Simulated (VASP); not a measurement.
# PbO2 in VASP: single point with PBE

Aim: the single point of PbO2 with PBE.

All numbers are computed with VASP 6.6.1; they aren't measurements. Logs are shortened: lines on timing, memory, paths and dates and some standing lists are left out, and cuts for length are marked.

**1. The cell of the first run**

The typed cell holds 6 atoms: a = 3.417 Å, b = 6.836 Å, c = 5.314 Å, α = 90.68°, β = 89.65°, γ = 119.99°.

**2. Single point, PBE**

Input file INCAR:

```
PREC     = Accurate       # precision mode
ENCUT    = 520            # plane-wave cutoff, eV
EDIFF    = 1E-6           # SCF threshold, eV
ISMEAR   = 0              # smearing method
SIGMA    = 0.05           # smearing width, eV
LREAL    = False          # projectors in reciprocal space
LASPH    = True           # aspherical terms in the spheres
NELM     = 60             # most SCF steps
ALGO     = Normal         # electronic algorithm
ISIF     = 2              # what is computed and relaxed
LWAVE    = False          # write WAVECAR
LCHARG   = False          # write CHGCAR
GGA      = PE             # functional
NBANDS   = 35             # bands
```

Input file KPOINTS:

```
Automatic mesh
0
Gamma
  8 8 5
```

Input file POSCAR:

```
PbO2
1.0
    3.4171195438      0.0000049157      0.0104009728
   -3.4171110295      5.9205168114     -0.0407148200
    0.0161928589     -0.0272477094      5.3137948547
Pb O
2 4
Direct
    0.0274652138      0.0033124590      0.0010525000
    0.0274549944      0.5033111296      0.0011907433
    0.3607462214      0.3384900556      0.2007689933
    0.6941664402      0.1681353648      0.8014430230
    0.3608127574      0.8385609361      0.2007332127
    0.6941059844      0.6680960287      0.8015343214
```

Potentials or basis: VASP PAW PBE potentials, release 64 (Pb_d, O).

On the command line:

```bash
$ cat potpaw_PBE.64/Pb_d/POTCAR potpaw_PBE.64/O/POTCAR > POTCAR
$ mpirun -np 1 vasp_std > vasp.out
```

OUTCAR:

```text
PREC = Accurate
   ENCUT = 520
   EDIFF = 1E-6
   ISMEAR = 0
   LREAL = False
   LASPH = True
   NELM = 60
   ISIF = 2
   GGA = PE

 ion  position               nearest neighbor table
   1  0.027  0.003  0.001-   4 2.24   5 2.24   5 2.24   4 2.24   6 2.24   3 2.24   2 3.42   2 3.42
                             2 3.42   2 3.42
   2  0.027  0.503  0.001-   3 2.24   3 2.24   6 2.24   6 2.24   5 2.24   4 2.24   1 3.42   1 3.42
                             1 3.42   1 3.42
   3  0.361  0.338  0.201-   2 2.24   2 2.24   1 2.24
   4  0.694  0.168  0.801-   1 2.24   1 2.24   2 2.24
   5  0.361  0.839  0.201-   1 2.24   1 2.24   2 2.24
   6  0.694  0.668  0.802-   2 2.24   2 2.24   1 2.24

  LATTYP: Found a triclinic cell.
 ALAT       =     5.3138893858
 B/A-ratio  =     1.1141743650
 C/A-ratio  =     0.6430573023
 COS(alpha) =     0.0000127077
 COS(beta)  =     0.0060909646
 COS(gamma) =     0.0102475408

  Lattice vectors:

 A1 = (   0.0161928589,  -0.0272477094,   5.3137948547)
 A2 = (  -0.0000085143,  -5.9205217271,   0.0303138472)
 A3 = (   3.4171195438,   0.0000049157,   0.0104009728)

Analysis of symmetry for initial positions (statically):
=====================================================================
 Subroutine PRICEL returns:
 Original cell was already a primitive cell.

 Routine SETGRP: Setting up the symmetry group for a
 triclinic supercell.

 Subroutine GETGRP returns: Found  1 space group operations
 (whereof  1 operations were pure point group operations)
 out of a pool of  2 trial point group operations.

The static configuration has the point symmetry C_1 .

Analysis of symmetry for dynamics (positions and initial velocities):
=====================================================================
 Subroutine PRICEL returns:
 Original cell was already a primitive cell.

 Routine SETGRP: Setting up the symmetry group for a
 triclinic supercell.

 Subroutine GETGRP returns: Found  1 space group operations
 (whereof  1 operations were pure point group operations)
 out of a pool of  2 trial point group operations.

The dynamic configuration has the point symmetry C_1 .

 Subroutine INISYM returns: Found  1 space group operations
 (whereof  1 operations are pure point group operations),
 and found     1 'primitive' translations

----------------------------------------------------------------------------------------

                                     Primitive cell

  volume of cell :     107.5003

  direct lattice vectors                    reciprocal lattice vectors
     3.417119544  0.000004916  0.010400973     0.292643972  0.168903481 -0.000025690
    -3.417111030  5.920516811 -0.040714820    -0.000002879  0.168908468  0.000866126
     0.016192859 -0.027247709  5.313794855    -0.000572830  0.000963590  0.188196112

  length of vectors
     3.417135373  6.835994792  5.313889386     0.337888859  0.168910689  0.188199451

  position of ions in fractional coordinates (direct lattice)
     0.027465214  0.003312459  0.001052500
     0.027454994  0.503311130  0.001190743
     0.360746221  0.338490056  0.200768993
     0.694166440  0.168135365  0.801443023
     0.360812757  0.838560936  0.200733213
     0.694105984  0.668096029  0.801534321

  ion indices of the primitive-cell ions
   primitive index   ion index
                 1           1
                 2           2
                 3           3
                 4           4
                 5           5
                 6           6

----------------------------------------------------------------------------------------

 KPOINTS: Automatic mesh

Automatic generation of k-mesh.
 Grid dimensions read from file:
 generate k-points for:    8    8    5

 Generating k-lattice:

  Cartesian coordinates                     Fractional coordinates (reciprocal lattice)
     0.036580497  0.021112935 -0.000003211     0.125000000  0.000000000 -0.000000000
    -0.000000360  0.021113559  0.000108266     0.000000000  0.125000000  0.000000000
    -0.000114566  0.000192718  0.037639222    -0.000000000  0.000000000  0.200000000

  Length of vectors
     0.042236107  0.021113836  0.037639890

  Shift w.r.t. Gamma in fractional coordinates (k-lattice)
     0.000000000  0.000000000  0.000000000

 Subroutine IBZKPT returns following result:
 ===========================================

 Found    162 irreducible k-points:

 Following reciprocal coordinates:
            Coordinates               Weight
  0.000000  0.000000  0.000000      1.000000
  0.125000  0.000000 -0.000000      2.000000
  0.250000  0.000000 -0.000000      2.000000
  0.375000 -0.000000 -0.000000      2.000000
  0.500000  0.000000 -0.000000      1.000000
 -0.000000  0.125000  0.000000      2.000000
[... 16 lines left out ...]
  0.125000  0.375000 -0.000000      2.000000
  0.250000  0.375000  0.000000      2.000000
 [... further k-points ...]
   k-points           NKPTS =    162   k-points in BZ     NKDIM =    162   number of bands    NBANDS=     35
   number of dos      NEDOS =    301   number of ions     NIONS =      6
   total plane-waves  NPLWV =  60480
   dimension x,y,z NGX =    28 NGY =   54 NGZ =   40
   dimension x,y,z NGXF=    56 NGYF=  108 NGZF=   80
   ions per type =               2   4
   NGX,Y,Z   is equivalent  to a cutoff of  13.62, 13.13, 12.51 a.u.
   NGXF,Y,Z  is equivalent  to a cutoff of  27.24, 26.26, 25.03 a.u.
 SYSTEM =  unknown system
   PREC   = accura    normal or accurate (medium, high low for compatibility)
   ISTART =      0    job   : 0-new  1-cont  2-samecut
   ICHARG =      2    charge: 1-file 2-atom 10-const
   ISPIN  =      1    spin polarized calculation?
   LNONCOLLINEAR =      F non collinear calculations
   LSORBIT =      F    spin-orbit coupling
   LASPH  =      T    aspherical Exc in radial PAW
   ENCUT  =  520.0 eV  38.22 Ry    6.18 a.u.   6.35 12.71  9.88*2*pi/ulx,y,z
   NELM   =     60;   NELMIN=  2; NELMDL= -5     # of ELM steps
   EDIFF  = 0.1E-05   stopping-criterion for ELM
   LREAL  =      F    real-space projection
   EDIFFG = 0.1E-04   stopping-criterion for IOM
   NSW    =      0    number of steps for IOM
   IBRION =     -1    ionic relax: 0-MD 1-quasi-New 2-CG
   NFREE  =      0    steps in history (QN), initial steepest desc. (CG)
   ISIF   =      2    stress and relaxation
   ISYM   =      2    0-nonsym 1-usesym 2-fastsym
   POTIM  = 0.5000    time-step for ionic-motion
   TEBEG  =    0.0;   TEEND  =   0.0 temperature during run
   PSTRESS=    0.0 pullay stress
   NELECT =      52.0000    total number of electrons
   NUPDOWN=      -1.0000    fix difference up-down
   EMIN   =  10.00;   EMAX   =-10.00  energy-range for DOS
   EFERMI =   0.00;   METHOD = LEGACY
   ISMEAR =     0;   SIGMA  =   0.05  broadening in eV -4-tet -1-fermi 0-gaus
   EFERMI_NEDOS =   21; number of points for ismear=-14 and -15
   IALGO  =     38    algorithm
   IMIX   =      4    mixing-type and parameters
     AMIX     =   0.40;   BMIX     =  1.00
     AMIX_MAG =   1.60;   BMIX_MAG =  1.00
  volume/ion in A,a.u.               =      17.92       120.91
  Fermi-wavevector in a.u.,A,eV,Ry     =   1.285107  2.428501 22.470038  1.651501
  Thomas-Fermi vector in A             =   2.417261
   LORBIT       =      0    0 simple, 1 ext, 2 COOP (PROOUT), +10 PAW based schemes
   GGA     = PE    functional components
   LHFCALC =     F    Hartree Fock is set to
   AEXX    =    0.0000 exact exchange contribution
   IVDW    =     0    specifies the selected vdW correction
   LEPSILON=     F    determine dielectric tensor
   LRPA    =     F    only Hartree local field effects (RPA)
 non-spin polarized calculation
 Gauss-broadening in eV      SIGMA  =   0.05
  energy-cutoff  :      520.00
  volume of cell :      107.50
 maximum number of plane-waves:      2915
 NGX is ok and might be reduce to    28
   NGX = 13   NGY = 25   NGZ = 19

 number of electron      51.9999992 magnetization

 Free energy of the ion-electron system (eV)
  ---------------------------------------------------
  ext. energy  EPLUGINS =         0.00000000
  ---------------------------------------------------
  free energy    TOTEN  =       -31.28872346 eV

  energy without entropy =      -31.28872346  energy(sigma->0) =      -31.28872346

 E-fermi :   1.7523     XC(G=0):  -9.0949

 val. band max:        1.4921900511   @ k =   0.2500  -0.1250   0.4000
 cond. band min:       2.3352066139   @ k =   0.0000   0.0000   0.0000
 fundamental gap:      0.8430165628
 Fermi energy:         1.7523417188

 k-point     1 :       0.0000    0.0000    0.0000
  band No.  band energies     occupation
      1     -16.2032      2.00000
      2     -16.0756      2.00000
      3     -14.8272      2.00000
      4     -14.4017      2.00000
      5     -13.7081      2.00000
      6     -13.7078      2.00000
[... 27 lines left out ...]
     34      11.9631      0.00000
     35      12.4096      0.00000

 k-point     2 :       0.1250    0.0000   -0.0000
  band No.  band energies     occupation
      1     -16.0622      2.00000
      2     -15.9701      2.00000
      3     -15.1111      2.00000
      4     -14.8785      2.00000
      5     -13.6604      2.00000
      6     -13.6019      2.00000
[... 27 lines left out ...]
     34      12.1161      0.00000
     35      12.1902      0.00000

 k-point     3 :       0.2500    0.0000   -0.0000
  band No.  band energies     occupation
      1     -15.7974      2.00000
      2     -15.7739      2.00000
      3     -15.4396      2.00000
      4     -15.3122      2.00000
      5     -13.5712      2.00000
      6     -13.5369      2.00000
[... 27 lines left out ...]
     34      12.2216      0.00000
     35      12.6018      0.00000
[... 723 lines left out ...]
 k-point    23 :       0.1250    0.3750   -0.0000
  band No.  band energies     occupation
      1     -15.6906      2.00000
      2     -15.6897      2.00000
      3     -15.4601      2.00000
      4     -15.4592      2.00000
      5     -13.5351      2.00000
      6     -13.5349      2.00000
[... 27 lines left out ...]
     34      12.2865      0.00000
     35      12.4359      0.00000

 k-point    24 :       0.2500    0.3750    0.0000
  band No.  band energies     occupation
      1     -15.7755      2.00000
      2     -15.7599      2.00000
      3     -15.4182      2.00000
      4     -15.3425      2.00000
      5     -13.5603      2.00000
      6     -13.5432      2.00000
[... 27 lines left out ...]
     34      12.2458      0.00000
     35      12.5027      0.00000

 [... further k-points ...]

------------------------ aborting loop because EDIFF is reached ----------------------------------------

  FORCE on cell =-STRESS in cart. coord.  units (eV):
  Direction    XX          YY          ZZ          XY          YZ          ZX
  --------------------------------------------------------------------------------------
  -------------------------------------------------------------------------------------
  Total        0.0837201      0.0775867      0.0163525      0.0050448     -0.0066050      0.0010497
  in kB        1.2477586      1.1563469      0.2437161      0.0751872     -0.0984409      0.0156451
  external PRESSURE =       0.8826072 kB  Pullay stress =       0.0000000 kB

 VOLUME and BASIS-vectors are now :
 -----------------------------------------------------------------------------
  energy-cutoff  :      520.00
  volume of cell :      107.50
      direct lattice vectors                 reciprocal lattice vectors
     3.417119544  0.000004916  0.010400973     0.292643972  0.168903481 -0.000025690
    -3.417111030  5.920516811 -0.040714820    -0.000002879  0.168908468  0.000866126
     0.016192859 -0.027247709  5.313794855    -0.000572830  0.000963590  0.188196112

 POSITION                                       TOTAL-FORCE (eV/Angst)
 -----------------------------------------------------------------------------------
      0.08255      0.01958      0.00574        -0.000569      0.000636      0.000154
     -1.62603      2.97983     -0.01388        -0.000478      0.000418     -0.000964
      0.07931      1.99857      1.05682         0.000777     -0.002108      0.028956
      1.81049      0.97361      4.25908        -0.000421      0.002782     -0.028227
     -1.62927      4.95925      1.03627         0.000802     -0.003178      0.029361
      0.10186      3.93364      4.23921        -0.000112      0.001449     -0.029280
 -----------------------------------------------------------------------------------
    total drift:                                0.000381     -0.000652      0.000436

  FREE ENERGIE OF THE ION-ELECTRON SYSTEM (eV)
  ---------------------------------------------------
  free  energy   TOTEN  =       -31.2887234602 eV

  energy  without entropy=      -31.2887234602  energy(sigma->0) =      -31.28872346
```

It took 9.5 min on 1 thread of Intel Xeon Platinum 8259CL at 2.50GHz (Skylake/Cascade Lake), shared host; peak memory 0.57 GiB.

Results:

| Item | Value |
| --- | --- |
| Free energy | -31.2887 eV |
| Pressure | 0.1 GPa |
| Largest force | 0.030 eV/Å |
| Band gap on the k mesh | 0.84 eV |

Forces in eV/Å, atoms in the order of the input:
```
Pb  -0.001  0.001  0.000
Pb   0.000  0.000 -0.001
O    0.001 -0.002  0.029
O    0.000  0.003 -0.028
O    0.001 -0.003  0.029
O    0.000  0.001 -0.029
```

Stress tensor (GPa, compression positive):
```
 0.12  0.01  0.00
 0.01  0.12 -0.01
 0.00 -0.01  0.02
```

Caveat: spin-orbit coupling is left out, which moves the levels of the heavy elements; an odd mesh through Γ misses points on the zone boundary, where band edges can lie.
